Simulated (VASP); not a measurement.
# Pt (Fm-3m) in VASP: notebook

Pt is run at these levels: LDA; tasks: single point.

Everything below comes from runs of VASP 6.6.1. Logs are shortened: lines on timing, memory, paths and dates and some standing lists are left out, and cuts for length are marked.

### 1 The cell of the first run

It takes space group Fm-3m (No. 225, cubic). Conventional cell: a = 3.863 Å, b = 3.863 Å, c = 3.863 Å, α = 90.00°, β = 90.00°, γ = 90.00°. Within 3.6 Å of Pt (site symmetry m-3m) lie 12 Pt at 2.73 Å.

### 2 Single point, LDA (volume scaled by 0.9405)

The input, INCAR:

```
ALGO = Normal ; EDIFF = 1E-7
ENCUT = 520 ; GGA = CA
ISIF = 2 ; ISMEAR = -1
LASPH = T ; LCHARG = F
LREAL = F ; LWAVE = F
NBANDS = 11 ; NELM = 60
PREC = Accurate ; SIGMA = 0.05
```

The input, KPOINTS:

```
k-points
0
Gamma
  16 16 16
```

The input, POSCAR:

```
Pt
1.0
    0.0000000000      1.9316700328      1.9316700328
    1.9316700328      0.0000000000      1.9316700328
    1.9316700328      1.9316700328      0.0000000000
Pt
1
Direct
    0.0000000000      0.0000000000      0.0000000000
```

Potentials or basis: VASP PAW LDA potentials, release 64 (Pt).

The run is started by

```console
cat potpaw_LDA.64/Pt/POTCAR > POTCAR
mpirun -np 1 vasp_std > vasp.out
```

OUTCAR:

```text
EDIFF = 1E-7
   ENCUT = 520
   GGA = CA
   ISIF = 2
   ISMEAR = -1
   LASPH = T
   LREAL = F
   NELM = 60
   PREC = Accurate

 ion  position               nearest neighbor table
   1  0.000  0.000  0.000-

  LATTYP: Found a face centered cubic cell.
 ALAT       =     3.8633400656

  Lattice vectors:

 A1 = (   0.0000000000,   1.9316700328,   1.9316700328)
 A2 = (   1.9316700328,   0.0000000000,   1.9316700328)
 A3 = (   1.9316700328,   1.9316700328,   0.0000000000)

Analysis of symmetry for initial positions (statically):
=====================================================================
 Subroutine PRICEL returns:
 Original cell was already a primitive cell.

 Routine SETGRP: Setting up the symmetry group for a
 face centered cubic supercell.

 Subroutine GETGRP returns: Found 48 space group operations
 (whereof 48 operations were pure point group operations)
 out of a pool of 48 trial point group operations.

The static configuration has the point symmetry O_h .

Analysis of symmetry for dynamics (positions and initial velocities):
=====================================================================
 Subroutine PRICEL returns:
 Original cell was already a primitive cell.

 Routine SETGRP: Setting up the symmetry group for a
 face centered cubic supercell.

 Subroutine GETGRP returns: Found 48 space group operations
 (whereof 48 operations were pure point group operations)
 out of a pool of 48 trial point group operations.

The dynamic configuration has the point symmetry O_h .

 Subroutine INISYM returns: Found 48 space group operations
 (whereof 48 operations are pure point group operations),
 and found     1 'primitive' translations

----------------------------------------------------------------------------------------

                                     Primitive cell

  volume of cell :      14.4155

  direct lattice vectors                    reciprocal lattice vectors
     0.000000000  1.931670033  1.931670033    -0.258843380  0.258843380  0.258843380
     1.931670033  0.000000000  1.931670033     0.258843380 -0.258843380  0.258843380
     1.931670033  1.931670033  0.000000000     0.258843380  0.258843380 -0.258843380

  length of vectors
     2.731793958  2.731793958  2.731793958     0.448329885  0.448329885  0.448329885

  position of ions in fractional coordinates (direct lattice)
     0.000000000  0.000000000  0.000000000

  ion indices of the primitive-cell ions
   primitive index   ion index
                 1           1

----------------------------------------------------------------------------------------

 KPOINTS: k-points

Automatic generation of k-mesh.
 Grid dimensions read from file:
 generate k-points for:   16   16   16

 Generating k-lattice:

  Cartesian coordinates                     Fractional coordinates (reciprocal lattice)
    -0.016177711  0.016177711  0.016177711     0.062500000  0.000000000  0.000000000
     0.016177711 -0.016177711  0.016177711     0.000000000  0.062500000  0.000000000
     0.016177711  0.016177711 -0.016177711     0.000000000  0.000000000  0.062500000

  Length of vectors
     0.028020618  0.028020618  0.028020618

  Shift w.r.t. Gamma in fractional coordinates (k-lattice)
     0.000000000  0.000000000  0.000000000

 Subroutine IBZKPT returns following result:
 ===========================================

 Found    145 irreducible k-points:

 Following reciprocal coordinates:
            Coordinates               Weight
  0.000000  0.000000  0.000000      1.000000
  0.062500  0.000000  0.000000      8.000000
  0.125000  0.000000  0.000000      8.000000
  0.187500  0.000000  0.000000      8.000000
  0.250000  0.000000  0.000000      8.000000
  0.312500  0.000000  0.000000      8.000000
[... 16 lines left out ...]
 -0.125000  0.062500  0.000000     24.000000
 -0.062500  0.062500  0.000000     12.000000
 [... further k-points ...]
   k-points           NKPTS =    145   k-points in BZ     NKDIM =    145   number of bands    NBANDS=     11
   number of dos      NEDOS =    301   number of ions     NIONS =      1
   total plane-waves  NPLWV =   8000
   dimension x,y,z NGX =    20 NGY =   20 NGZ =   20
   dimension x,y,z NGXF=    40 NGYF=   40 NGZF=   40
   ions per type =               1
   NGX,Y,Z   is equivalent  to a cutoff of  12.17, 12.17, 12.17 a.u.
   NGXF,Y,Z  is equivalent  to a cutoff of  24.34, 24.34, 24.34 a.u.
 SYSTEM =  unknown system
   PREC   = accura    normal or accurate (medium, high low for compatibility)
   ISTART =      0    job   : 0-new  1-cont  2-samecut
   ICHARG =      2    charge: 1-file 2-atom 10-const
   ISPIN  =      1    spin polarized calculation?
   LNONCOLLINEAR =      F non collinear calculations
   LSORBIT =      F    spin-orbit coupling
   LASPH  =      T    aspherical Exc in radial PAW
   ENCUT  =  520.0 eV  38.22 Ry    6.18 a.u.   5.08  5.08  5.08*2*pi/ulx,y,z
   NELM   =     60;   NELMIN=  2; NELMDL= -5     # of ELM steps
   EDIFF  = 0.1E-06   stopping-criterion for ELM
   LREAL  =      F    real-space projection
   EDIFFG = 0.1E-05   stopping-criterion for IOM
   NSW    =      0    number of steps for IOM
   IBRION =     -1    ionic relax: 0-MD 1-quasi-New 2-CG
   NFREE  =      0    steps in history (QN), initial steepest desc. (CG)
   ISIF   =      2    stress and relaxation
   ISYM   =      2    0-nonsym 1-usesym 2-fastsym
   POTIM  = 0.5000    time-step for ionic-motion
   TEBEG  =    0.0;   TEEND  =   0.0 temperature during run
   PSTRESS=    0.0 pullay stress
   NELECT =      10.0000    total number of electrons
   NUPDOWN=      -1.0000    fix difference up-down
   EMIN   =  10.00;   EMAX   =-10.00  energy-range for DOS
   EFERMI =   0.00;   METHOD = LEGACY
   ISMEAR =    -1;   SIGMA  =   0.05  broadening in eV -4-tet -1-fermi 0-gaus
   EFERMI_NEDOS =   21; number of points for ismear=-14 and -15
   IALGO  =     38    algorithm
   IMIX   =      4    mixing-type and parameters
     AMIX     =   0.40;   BMIX     =  1.00
     AMIX_MAG =   1.60;   BMIX_MAG =  1.00
  volume/ion in A,a.u.               =      14.42        97.28
  Fermi-wavevector in a.u.,A,eV,Ry     =   1.449212  2.738613 28.575161  2.100215
  Thomas-Fermi vector in A             =   2.566964
   LORBIT       =      0    0 simple, 1 ext, 2 COOP (PROOUT), +10 PAW based schemes
   GGA     = CA    functional components
   LHFCALC =     F    Hartree Fock is set to
   AEXX    =    0.0000 exact exchange contribution
   IVDW    =     0    specifies the selected vdW correction
   LEPSILON=     F    determine dielectric tensor
   LRPA    =     F    only Hartree local field effects (RPA)
 non-spin polarized calculation
  energy-cutoff  :      520.00
  volume of cell :       14.42
 maximum number of plane-waves:       399
   NGX = 11   NGY = 11   NGZ = 11

 number of electron      10.0000000 magnetization

 number of electron       9.9999999 magnetization

 Free energy of the ion-electron system (eV)
  ---------------------------------------------------
  ext. energy  EPLUGINS =         0.00000000
  ---------------------------------------------------
  free energy    TOTEN  =        -7.50202134 eV

  energy without entropy =       -7.48614276  energy(sigma->0) =       -7.49408205

 E-fermi :  12.0255     XC(G=0): -13.9509

 val. band max:       12.0151849674   @ k =  -0.4375   0.1250   0.0625
 cond. band min:      12.0455142415   @ k =  -0.4375   0.3125   0.0000
 fundamental gap:      0.0303292741
 Fermi energy:        12.0255350972

 k-point     1 :       0.0000    0.0000    0.0000
  band No.  band energies     occupation
      1       1.2796      2.00000
      2       7.9313      2.00000
      3       7.9313      2.00000
      4       7.9313      2.00000
      5      10.2917      2.00000
      6      10.2917      2.00000
      7      26.5196      0.00000
      8      31.7009      0.00000
      9      31.7009      0.00000
     10      31.7009      0.00000
     11      37.3228      0.00000

 k-point     2 :       0.0625    0.0000    0.0000
  band No.  band energies     occupation
      1       1.4443      2.00000
      2       7.8546      2.00000
      3       7.9984      2.00000
      4       7.9984      2.00000
      5      10.2525      2.00000
      6      10.2525      2.00000
      7      26.7863      0.00000
      8      30.8894      0.00000
      9      31.9634      0.00000
     10      31.9634      0.00000
     11      38.2521      0.00000

 k-point     3 :       0.1250    0.0000    0.0000
  band No.  band energies     occupation
      1       1.9182      2.00000
      2       7.6676      2.00000
      3       8.1668      2.00000
      4       8.1668      2.00000
      5      10.1774      2.00000
      6      10.1774      2.00000
      7      27.4969      0.00000
      8      29.2677      0.00000
      9      32.7227      0.00000
     10      32.7227      0.00000
     11      38.9233      0.00000

 k-point     4 :       0.1875    0.0000    0.0000
  band No.  band energies     occupation
      1       2.6264      2.00000
      2       7.4963      2.00000
      3       8.3259      2.00000
      4       8.3259      2.00000
      5      10.1985      2.00000
      6      10.1985      2.00000
      7      27.4699      0.00000
      8      28.3198      0.00000
      9      33.8879      0.00000
     10      33.8879      0.00000
     11      36.9019      0.00000
[... 239 lines left out ...]
 k-point    22 :      -0.1875    0.0625    0.0000
  band No.  band energies     occupation
      1       3.0260      2.00000
      2       7.3530      2.00000
      3       8.3855      2.00000
      4       8.4486      2.00000
      5       9.8878      2.00000
      6      10.6428      2.00000
      7      26.9516      0.00000
      8      28.6847      0.00000
      9      32.9801      0.00000
     10      35.3175      0.00000
     11      35.3213      0.00000

 k-point    23 :      -0.1250    0.0625    0.0000
  band No.  band energies     occupation
      1       2.2727      2.00000
      2       7.4979      2.00000
      3       8.2896      2.00000
      4       8.3147      2.00000
      5       9.8987      2.00000
      6      10.4000      2.00000
      7      27.9939      0.00000
      8      28.6838      0.00000
      9      32.2168      0.00000
     10      33.7995      0.00000
     11      37.6102      0.00000

 k-point    24 :      -0.0625    0.0625    0.0000
  band No.  band energies     occupation
      1       1.7132      2.00000
      2       7.7133      2.00000
      3       8.0915      2.00000
      4       8.1400      2.00000
      5      10.0785      2.00000
      6      10.3186      2.00000
      7      27.2078      0.00000
      8      30.1235      0.00000
      9      31.8288      0.00000
     10      32.6530      0.00000
     11      39.1958      0.00000

 [... further k-points ...]
[... 5 lines left out ...]
  --------------------------------------------------------------------------------------
  -------------------------------------------------------------------------------------
  Total        0.7701511      0.7701511      0.7701511     -0.0000000      0.0000000     -0.0000000
  in kB       85.5968390     85.5968390     85.5968390     -0.0000000      0.0000000     -0.0000000
  external PRESSURE =      85.5968390 kB  Pullay stress =       0.0000000 kB

 VOLUME and BASIS-vectors are now :
 -----------------------------------------------------------------------------
  energy-cutoff  :      520.00
  volume of cell :       14.42
      direct lattice vectors                 reciprocal lattice vectors
     0.000000000  1.931670033  1.931670033    -0.258843380  0.258843380  0.258843380
     1.931670033  0.000000000  1.931670033     0.258843380 -0.258843380  0.258843380
     1.931670033  1.931670033  0.000000000     0.258843380  0.258843380 -0.258843380

 POSITION                                       TOTAL-FORCE (eV/Angst)
 -----------------------------------------------------------------------------------
      0.00000      0.00000      0.00000         0.000000      0.000000      0.000000
 -----------------------------------------------------------------------------------
    total drift:                                0.000000     -0.000000     -0.000000

  FREE ENERGIE OF THE ION-ELECTRON SYSTEM (eV)
  ---------------------------------------------------
  free  energy   TOTEN  =        -7.5020213431 eV

  energy  without entropy=       -7.4861427614  energy(sigma->0) =       -7.49408205
```

Run time: 11 s. Hardware: 1 thread of Intel Xeon Platinum 8559C (Emerald Rapids), shared host; peak memory 0.13 GiB.

Results:

```yaml
Free_energy: -7.5020 eV
Pressure: 8.6 GPa
Band_gap_on_the_k_mesh: zero (band 5 reaches 12.58 eV, above the bottom of band 6 at 10.18 eV)
```

Caveat: spin-orbit coupling is left out, which moves the levels of the heavy elements.

(Continued in part 2 of 2.)
